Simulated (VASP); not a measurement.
Cu12F, 13 atoms in the cell. The cell holds a slab with vacuum, 13 atoms: a = 5.132 Å, b = 5.132 Å, c = 19.028 Å, α = 90.00°, β = 90.00°, γ = 90.00°. 

- Program: VASP 6.6.1
- Task: single point
- Functional: PBE
- Potentials or basis: VASP PAW PBE potentials, release 64 (Cu, F)
- Cutoff: 520 eV
- k mesh: 5 × 5 × 1
- Occupations: gaussian, width 0.1 eV
- Spin: no spin polarisation
- Dipole correction: yes
- Further INCAR settings: ALGO = Normal; EDIFF = 1e-06; NBANDS = 82

Potentials or basis: VASP PAW PBE potentials, release 64 (Cu, F).

Launch:

```sh
$ cat potpaw_PBE.64/Cu/POTCAR potpaw_PBE.64/F/POTCAR > POTCAR
$ mpirun -np 1 vasp_std > vasp.out
```

Hardware: 1 thread of Intel(R) Xeon(R) Platinum 8259CL CPU @ 2.50GHz (Skylake/Cascade Lake), with other jobs on the host.

Task: Estimate the wall time of this run.

Result: It took 33 min on 1 thread of Intel(R) Xeon(R) Platinum 8259CL CPU @ 2.50GHz (Skylake/Cascade Lake) (shared host), peak memory 0.7 GiB. Counts: scf iterations 30, k points 13.
